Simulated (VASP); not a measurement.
Wanted: the native input for a VASP 6.6.1 run.

```yaml
Task: single point
Functional: PBE
Potentials_or_basis: VASP PAW PBE potentials, release 64 (Ta_pv, N)
Cutoff: 520 eV
k_mesh: 13 × 13 × 1
Occupations: fermi-dirac, width 0.08 eV
Spin: no spin polarisation
Dipole_correction: yes
Further_INCAR_settings: ALGO = Normal; EDIFF = 1e-06; NBANDS = 24; NELMDL = -8
```

The structure of TaN (TaN (100), 2 layers) lies in POSCAR:

```
TaN
1.0
    3.1233934579      0.0000000000      0.0000000000
    0.0000000000      3.1233934579      0.0000000000
    0.0000000000      0.0000000000     18.2086000000
Ta N
2 2
Direct
    0.0000000000      0.0000000000      0.4464927893
    0.5000000000      0.5000000000      0.5535072038
    0.5000000000      0.5000000000      0.4321849920
    0.0000000000      0.0000000000      0.5678150148
```

These files were run (other wordings do the same):

INCAR

```
ALGO = Normal ; DIPOL = 0.5 0.5 0.500
EDIFF = 1E-6 ; ENCUT = 520
GGA = PE ; GGA_COMPAT = False
IDIPOL = 3 ; ISIF = 2
ISMEAR = -1 ; LASPH = True
LCHARG = True ; LDIPOL = True
LELF = True ; LREAL = False
LVACPOTAV = True ; LVHAR = True
LWAVE = False ; NBANDS = 24
NELM = 120 ; NELMDL = -8
PREC = Accurate ; SIGMA = 0.08
```

KPOINTS

```
k-points
0
Gamma
  13 13 1
```

Potentials or basis: VASP PAW PBE potentials, release 64 (Ta_pv, N).

Launch:

```console
$ cat potpaw_PBE.64/Ta_pv/POTCAR potpaw_PBE.64/N/POTCAR > POTCAR
$ mpirun -np 1 vasp_std > vasp.out
```

It gave:

The largest force is 0.024 eV/Å and the band gap on the k mesh is zero (band 16 reaches 0.40 eV, above the bottom of band 17 at -1.07 eV).

Caveat: spin-orbit coupling is left out, which moves the levels of the heavy elements.

Run time: 5.1 min on 1 thread of AMD EPYC 7R13 Processor (Zen 3) (shared host), peak memory 0.29 GiB.
